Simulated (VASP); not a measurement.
# C19O in VASP: single point with PBE+D3(BJ)

Aim: the single point of C19O with PBE+D3(BJ).

Program: VASP 6.6.1. These are calculated values, not measurements. Logs are shortened: lines on timing, memory, paths and dates and some standing lists are left out, and cuts for length are marked.

## (1) The cell of the first run

The cell holds a slab with vacuum, 20 atoms: a = 7.398 Å, b = 7.398 Å, c = 12.000 Å, α = 90.00°, β = 90.00°, γ = 120.00°.

## (2) Single point, PBE+D3(BJ)

Input file INCAR:

```
SYSTEM = C19O
  ALGO = Normal
  EDIFF = 1E-6
  ENCUT = 910
  GGA = PE
  GGA_COMPAT = .FALSE.
  ISIF = 2
  ISMEAR = 0
  IVDW = 12
  LASPH = .TRUE.
  LCHARG = .FALSE.
  LREAL = Auto
  LWAVE = .FALSE.
  NBANDS = 57
  NELM = 120
  NELMDL = -8
  PREC = Accurate
  SIGMA = 0.02
```

Input file KPOINTS:

```
k-points
0
G
  2 2 1
  0 0 0
```

Input file POSCAR:

```
C19O
1.0
    7.3980000000      0.0000000000      0.0000000000
   -3.6990000000      6.4068560000      0.0000000000
    0.0000000000      0.0000000000     12.0000000000
C O
19 1
Direct
   -0.0009856028     -0.0007067089      0.0738804460
    0.2187954570      0.1049920101      0.0831320999
   -0.0009747821      0.3346547043      0.0738792584
    0.2188105064      0.4487422505      0.0831353609
    0.0007085208      0.6678213448      0.0741961696
    0.2203232143      0.7776285963      0.0741744332
    0.3307049246      0.0003762111      0.0794032972
    0.5581397512      0.1140931882      0.0794046832
    0.3205066427      0.3277204477      0.1104298026
    0.5683445977      0.4516395068      0.1104063186
    0.3307094851      0.6652646413      0.0794066723
    0.5581352322      0.7789780136      0.0794080430
    0.6685234828      0.0017287864      0.0741825269
    0.8881372060      0.1115357034      0.0742065199
    0.6700481539      0.3306204984      0.0831217795
    0.8898319847      0.4447004553      0.0738741397
    0.6700331483      0.6743514830      0.0831249020
    0.8898211834      0.7800542591      0.0738728722
    0.4444374803      0.3895658618      0.2142887888
    0.4445137134      0.3890954464      0.3141379860
```

Potentials or basis: VASP PAW PBE potentials, release 64 (C_h, O_h).

Command:

```
$ cat potpaw_PBE.64/C_h/POTCAR potpaw_PBE.64/O_h/POTCAR > POTCAR
$ mpirun -np 1 vasp_std > vasp.out
```

OUTCAR:

```text
SYSTEM = C19O
   EDIFF = 1E-6
   ENCUT = 910
   GGA = PE
   ISIF = 2
   ISMEAR = 0
   IVDW = 12
   LASPH = .TRUE.
   LREAL = Auto
   NELM = 120
   NELMDL = -8
   PREC = Accurate
 IVDW          = 12

 ion  position               nearest neighbor table
   1  0.999  0.999  0.074-  18 1.40   2 1.41  14 1.43
   2  0.219  0.105  0.083-   7 1.39   1 1.41   9 1.47
   3  0.999  0.335  0.074-  16 1.40   4 1.41  14 1.43
   4  0.219  0.449  0.083-  11 1.39   3 1.41   9 1.47
   5  0.001  0.668  0.074-   6 1.41  18 1.43  16 1.43
   6  0.220  0.778  0.074-   5 1.41   7 1.43  11 1.43
[... 11 lines left out ...]
  18  0.890  0.780  0.074-   1 1.40  17 1.41   5 1.43
  19  0.444  0.390  0.214-  20 1.20   9 1.48  10 1.48
  20  0.445  0.389  0.314-  19 1.20

  LATTYP: Found a hexagonal cell.
 ALAT       =     7.3980000000
 C/A-ratio  =     1.6220600162

  Lattice vectors:

 A1 = (   7.3980000000,   0.0000000000,   0.0000000000)
 A2 = (  -3.6990000000,   6.4068560000,   0.0000000000)
 A3 = (   0.0000000000,   0.0000000000,  12.0000000000)

Analysis of symmetry for initial positions (statically):
=====================================================================
 Subroutine PRICEL returns:
 Original cell was already a primitive cell.

 Routine SETGRP: Setting up the symmetry group for a
 hexagonal supercell.

 Subroutine GETGRP returns: Found  1 space group operations
 (whereof  1 operations were pure point group operations)
 out of a pool of 24 trial point group operations.

The static configuration has the point symmetry C_1 .

Analysis of symmetry for dynamics (positions and initial velocities):
=====================================================================
 Subroutine PRICEL returns:
 Original cell was already a primitive cell.

 Routine SETGRP: Setting up the symmetry group for a
 hexagonal supercell.

 Subroutine GETGRP returns: Found  1 space group operations
 (whereof  1 operations were pure point group operations)
 out of a pool of 24 trial point group operations.

The dynamic configuration has the point symmetry C_1 .

 Subroutine INISYM returns: Found  1 space group operations
 (whereof  1 operations are pure point group operations),
 and found     1 'primitive' translations

----------------------------------------------------------------------------------------

                                     Primitive cell

  volume of cell :     568.7750

  direct lattice vectors                    reciprocal lattice vectors
     7.398000000  0.000000000  0.000000000     0.135171668  0.078041398  0.000000000
    -3.699000000  6.406856000  0.000000000     0.000000000  0.156082796  0.000000000
     0.000000000  0.000000000 12.000000000     0.000000000  0.000000000  0.083333333

  length of vectors
     7.398000000  7.398000054 12.000000000     0.156082797  0.156082796  0.083333333

  position of ions in fractional coordinates (direct lattice)
     0.999014397  0.999293291  0.073880446
     0.218795457  0.104992010  0.083132100
     0.999025218  0.334654704  0.073879258
     0.218810506  0.448742250  0.083135361
     0.000708521  0.667821345  0.074196170
     0.220323214  0.777628596  0.074174433
[... 12 lines left out ...]
     0.444437480  0.389565862  0.214288789
     0.444513713  0.389095446  0.314137986

  ion indices of the primitive-cell ions
   primitive index   ion index
                 1           1
                 2           2
                 3           3
                 4           4
                 5           5
                 6           6
[... 12 lines left out ...]
                19          19
                20          20

----------------------------------------------------------------------------------------

 KPOINTS: k-points

Automatic generation of k-mesh.
 Grid dimensions read from file:
 generate k-points for:    2    2    1

 Generating k-lattice:

  Cartesian coordinates                     Fractional coordinates (reciprocal lattice)
     0.067585834  0.039020699  0.000000000     0.500000000  0.000000000  0.000000000
     0.000000000  0.078041398  0.000000000     0.000000000  0.500000000  0.000000000
     0.000000000  0.000000000  0.083333333     0.000000000  0.000000000  1.000000000

  Length of vectors
     0.078041399  0.078041398  0.083333333

  Shift w.r.t. Gamma in fractional coordinates (k-lattice)
     0.000000000  0.000000000  0.000000000

 Subroutine IBZKPT returns following result:
 ===========================================

 Found      4 irreducible k-points:

 Following reciprocal coordinates:
            Coordinates               Weight
  0.000000  0.000000  0.000000      1.000000
  0.500000  0.000000  0.000000      1.000000
  0.000000  0.500000  0.000000      1.000000
  0.500000  0.500000  0.000000      1.000000
   k-points           NKPTS =      4   k-points in BZ     NKDIM =      4   number of bands    NBANDS=     57
   number of dos      NEDOS =    301   number of ions     NIONS =     20
   total plane-waves  NPLWV = 768000
   dimension x,y,z NGX =    80 NGY =   80 NGZ =  120
   dimension x,y,z NGXF=   160 NGYF=  160 NGZF=  240
   ions per type =              19   1
   NGX,Y,Z   is equivalent  to a cutoff of  17.98, 17.98, 16.62 a.u.
   NGXF,Y,Z  is equivalent  to a cutoff of  35.95, 35.95, 33.25 a.u.
 SYSTEM =  C19O
   PREC   = accura    normal or accurate (medium, high low for compatibility)
   ISTART =      0    job   : 0-new  1-cont  2-samecut
   ICHARG =      2    charge: 1-file 2-atom 10-const
   ISPIN  =      1    spin polarized calculation?
   LNONCOLLINEAR =      F non collinear calculations
   LSORBIT =      F    spin-orbit coupling
   LASPH  =      T    aspherical Exc in radial PAW
   ENCUT  =  910.0 eV  66.88 Ry    8.18 a.u.  18.20 18.20 29.52*2*pi/ulx,y,z
   NELM   =    120;   NELMIN=  2; NELMDL= -8     # of ELM steps
   EDIFF  = 0.1E-05   stopping-criterion for ELM
   LREAL  =      T    real-space projection
   EDIFFG = 0.1E-04   stopping-criterion for IOM
   NSW    =      0    number of steps for IOM
   IBRION =     -1    ionic relax: 0-MD 1-quasi-New 2-CG
   NFREE  =      0    steps in history (QN), initial steepest desc. (CG)
   ISIF   =      2    stress and relaxation
   ISYM   =      2    0-nonsym 1-usesym 2-fastsym
   POTIM  = 0.5000    time-step for ionic-motion
   TEBEG  =    0.0;   TEEND  =   0.0 temperature during run
   PSTRESS=    0.0 pullay stress
   NELECT =      82.0000    total number of electrons
   NUPDOWN=      -1.0000    fix difference up-down
   EMIN   =  10.00;   EMAX   =-10.00  energy-range for DOS
   EFERMI =   0.00;   METHOD = LEGACY
   ISMEAR =     0;   SIGMA  =   0.02  broadening in eV -4-tet -1-fermi 0-gaus
   EFERMI_NEDOS =   21; number of points for ismear=-14 and -15
   IALGO  =     38    algorithm
   IMIX   =      4    mixing-type and parameters
     AMIX     =   0.40;   BMIX     =  1.00
     AMIX_MAG =   1.60;   BMIX_MAG =  1.00
  volume/ion in A,a.u.               =      28.44       191.91
  Fermi-wavevector in a.u.,A,eV,Ry     =   0.858419  1.622176 10.025902  0.736883
  Thomas-Fermi vector in A             =   1.975621
   LORBIT       =      0    0 simple, 1 ext, 2 COOP (PROOUT), +10 PAW based schemes
   GGA     = PE    functional components
   LHFCALC =     F    Hartree Fock is set to
   AEXX    =    0.0000 exact exchange contribution
   IVDW    =    12    specifies the selected vdW correction
   LEPSILON=     F    determine dielectric tensor
   LRPA    =     F    only Hartree local field effects (RPA)
 non-spin polarized calculation
 Gauss-broadening in eV      SIGMA  =   0.02
  energy-cutoff  :      910.00
  volume of cell :      568.78
 maximum number of plane-waves:     35519
 NGX is ok and might be reduce to    80
   NGX = 37   NGY = 37   NGZ = 59

 number of electron      81.9999999 magnetization

 Free energy of the ion-electron system (eV)
  ---------------------------------------------------
  ext. energy  EPLUGINS =         0.00000000
  ---------------------------------------------------
  free energy    TOTEN  =      -178.25781124 eV

  energy without entropy =     -178.25781124  energy(sigma->0) =     -178.25781124

 E-fermi :  -1.5489     XC(G=0):  -4.0219

 val. band max:       -1.6719786785   @ k =   0.0000   0.0000   0.0000
 cond. band min:      -1.4378959129   @ k =   0.0000   0.0000   0.0000
 fundamental gap:      0.2340827656
 Fermi energy:        -1.5488806526

 k-point     1 :       0.0000    0.0000    0.0000
  band No.  band energies     occupation
      1     -24.3737      2.00000
      2     -21.4887      2.00000
      3     -19.8444      2.00000
      4     -18.7111      2.00000
      5     -18.6898      2.00000
      6     -18.5960      2.00000
[... 45 lines left out ...]
     52       3.9055      0.00000
     53       4.6328      0.00000

 k-point     2 :       0.5000    0.0000    0.0000
  band No.  band energies     occupation
      1     -24.3731      2.00000
      2     -21.1601      2.00000
      3     -20.5404      2.00000
      4     -19.5343      2.00000
      5     -19.2903      2.00000
      6     -17.6211      2.00000
[... 45 lines left out ...]
     52       4.5715      0.00000
     53       4.5745      0.00000

 k-point     3 :       0.0000    0.5000    0.0000
  band No.  band energies     occupation
      1     -24.3732      2.00000
      2     -21.1823      2.00000
      3     -20.4724      2.00000
      4     -19.6500      2.00000
      5     -19.2007      2.00000
      6     -17.7643      2.00000
[... 45 lines left out ...]
     52       3.9349      0.00000
     53       4.5709      0.00000

 k-point     4 :       0.5000    0.5000    0.0000
  band No.  band energies     occupation
      1     -24.3732      2.00000
      2     -21.1823      2.00000
      3     -20.4724      2.00000
      4     -19.6500      2.00000
      5     -19.2007      2.00000
      6     -17.7643      2.00000
[... 45 lines left out ...]
     52       3.9349      0.00000
     53       4.5709      0.00000
 [bands above 53 left out]

------------------------ aborting loop because EDIFF is reached ----------------------------------------

 Edisp (eV)   -1.77471

 E8    (eV) :    -0.5486

  FORCE on cell =-STRESS in cart. coord.  units (eV):
  Direction    XX          YY          ZZ          XY          YZ          ZX
  --------------------------------------------------------------------------------------
  -------------------------------------------------------------------------------------
  Total       6.72081     4.53003    -0.39286     1.90525    -0.00078    -0.00015
  in kB      18.93179    12.76061    -1.10666     5.36689    -0.00221    -0.00041
  external pressure =       10.20 kB  Pullay stress =        0.00 kB

 VOLUME and BASIS-vectors are now :
 -----------------------------------------------------------------------------
  energy-cutoff  :      910.00
  volume of cell :      568.78
      direct lattice vectors                 reciprocal lattice vectors
     7.398000000  0.000000000  0.000000000     0.135171668  0.078041398  0.000000000
    -3.699000000  6.406856000  0.000000000     0.000000000  0.156082796  0.000000000
     0.000000000  0.000000000 12.000000000     0.000000000  0.000000000  0.083333333

 POSITION                                       TOTAL-FORCE (eV/Angst)
 -----------------------------------------------------------------------------------
      3.69432      6.40233      0.88657         0.003722      0.001524      0.002689
      1.23028      0.67267      0.99759        -0.002898      0.001444      0.000276
      6.15290      2.14408      0.88655         0.001682      0.002035      0.002517
     -0.04114      2.87503      0.99762         0.000018     -0.000988      0.001021
     -2.46503      4.27864      0.89035        -0.001844     -0.003691     -0.000143
     -1.24650      4.98215      0.89009         0.004320      0.000984     -0.002090
[... 12 lines left out ...]
      1.84694      2.49589      2.57147         0.003033     -0.003177     -0.036720
      1.84925      2.49288      3.76966        -0.002422      0.001952      0.034417
 -----------------------------------------------------------------------------------
    total drift:                               -0.000027     -0.002708      0.004581

  FREE ENERGIE OF THE ION-ELECTRON SYSTEM (eV)
  ---------------------------------------------------
  free  energy   TOTEN  =      -180.0325255845 eV

  energy  without entropy=     -180.0325255845  energy(sigma->0) =     -180.03252558
```

Wall time 12 min (1 thread of Intel Xeon Platinum 8375C at 2.90GHz (Ice Lake), shared host); peak memory 1.4 GiB.

What came out:

```
Free energy                : -180.0325 eV
Largest force              : 0.037 eV/Å
Band gap on the k mesh     : 0.23 eV
Dispersion energy per atom : -0.089 eV
```

Forces on the atoms (eV/Å):
```
C    0.004  0.002  0.003
C   -0.003  0.001  0.000
C    0.002  0.002  0.003
C    0.000 -0.001  0.001
C   -0.002 -0.004  0.000
C    0.004  0.001 -0.002
C    0.010  0.004 -0.001
C   -0.006 -0.006 -0.001
C   -0.004 -0.005 -0.001
C    0.004  0.001  0.000
C    0.006  0.008  0.000
C   -0.011 -0.001 -0.001
C   -0.005 -0.004 -0.001
C    0.001  0.002  0.000
C   -0.001  0.003  0.000
C   -0.001 -0.002  0.000
C    0.004  0.002  0.001
C   -0.003 -0.002  0.001
C    0.003 -0.003 -0.037
O   -0.002  0.002  0.034
```

Caveat: the k points lie up to 0.49 Å⁻¹ apart; the cutoff is under 1.25 times the usual one of these potentials, so pressure, stress and relaxed cells hold a basis-set (Pulay) error.
